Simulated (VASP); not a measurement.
Wanted: the native input for a VASP 6.6.1 run.

```yaml
Task: single point
Functional: SVWN5
Potentials_or_basis: VASP PAW PBE potentials, release 64 (Cu_sv_GW, O)
Cutoff: 820 eV
k_mesh: 10 × 10 × 5
Occupations: fermi-dirac, width 0.05 eV
Spin: no spin polarisation
Dipole_correction: no
Further_INCAR_settings: ALGO = Normal; EDIFF = 1e-06; NBANDS = 33
```

The structure of CuO lies in POSCAR:

```
CuO
1.0
    2.3101994985     -1.6881714891      0.0000000000
    2.3101994985      1.6881714891      0.0000000000
   -0.8385391614      0.0000000000      4.9895114286
Cu O
2 2
Direct
    0.5000000000      0.0000000000      0.5000000000
    0.0000000000      0.5000000000      0.0000000000
    0.4184000000      0.5816000000      0.7500000000
    0.5816000000      0.4184000000      0.2500000000
```

One way to write it, as run:

INCAR

```
SYSTEM = CuO
PREC = Accurate
ENCUT = 820
EDIFF = 1E-6
ISMEAR = -1
SIGMA = 0.05
LREAL = .False.
LASPH = .True.
NELM = 120
ALGO = Normal
ISIF = 2
LWAVE = .False.
LCHARG = .True.
GGA = VW
LELF = .True.
LVHAR = .True.
NBANDS = 33
GGA_COMPAT = .False.
```

KPOINTS

```
regular mesh
0
Gamma
  10 10 5
  0 0 0
```

Potentials or basis: VASP PAW PBE potentials, release 64 (Cu_sv_GW, O).

The run is started by

```sh
$ cat potpaw_PBE.64/Cu_sv_GW/POTCAR potpaw_PBE.64/O/POTCAR > POTCAR
$ mpirun -np 1 vasp_std > vasp.out
```

It gave:

```
Pressure               : -2.9 GPa
Largest force          : 0.330 eV/Å
Band gap on the k mesh : zero (bands 25 and 26 overlap by 0.60 eV)
```

Caveat: the PAW data sets were made with another functional, which shifts forces and pressure a little; semilocal functionals often make such compounds metallic where correlation or magnetic order opens a gap, which also shifts bond lengths.

It took 8 min on 1 thread of AMD EPYC 7R43 64-Core Processor (Zen 3), on a shared host, peak memory 0.39 GiB.
